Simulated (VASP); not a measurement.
Write the native input for VASP 6.6.1 that does the following.

| Property | Result |
| --- | --- |
| Task | single point |
| Functional | LDA |
| Potentials or basis | VASP PAW PBE potentials, release 64 (Lu) |
| Cutoff | 520 eV |
| k mesh | 11 × 11 × 6 |
| Occupations | fermi-dirac, width 0.3 eV |
| Spin | no spin polarisation |
| Dipole correction | no |
| Further INCAR settings | ALGO = Normal; EDIFF = 1e-06; NBANDS = 32 |

The structure of Lu lies in POSCAR:

```
Lu
1.0
    3.3823924653      0.0000000000      0.0000000000
   -1.6911962327      2.9292378005      0.0000000000
    0.0000000000      0.0000000000      5.2524129119
Lu
2
Direct
    0.3333333333      0.6666666667      0.2500000000
    0.6666666667      0.3333333333      0.7500000000
```

The input as run:

INCAR

```
SYSTEM = Lu
PREC = Accurate
ENCUT = 520
EDIFF = 1E-6
ISMEAR = -1
SIGMA = 0.3
LREAL = .FALSE.
LASPH = .TRUE.
NELM = 60
ALGO = Normal
ISIF = 2
LWAVE = .FALSE.
LCHARG = .FALSE.
GGA = CA
NBANDS = 32
```

KPOINTS

```
Automatic mesh
0
G
  11 11 6
  0 0 0
```

Potentials or basis: VASP PAW PBE potentials, release 64 (Lu).

Launch:

```console
$ cat potpaw_PBE.64/Lu/POTCAR > POTCAR
$ mpirun -np 1 vasp_std > vasp.out
```

It gave:

```
Pressure               : 1.0 GPa
Band gap on the k mesh : zero (band 25 reaches 3.62 eV, above the bottom of band 26 at 1.71 eV)
```

Caveat: the PAW data sets were made with another functional, which shifts forces and pressure a little; spin-orbit coupling is left out, which moves the levels of the heavy elements.

Run time: 86 s on 1 thread of Intel(R) Xeon(R) Platinum 8259CL CPU @ 2.50GHz (Skylake/Cascade Lake) (shared host), peak memory 0.22 GiB.
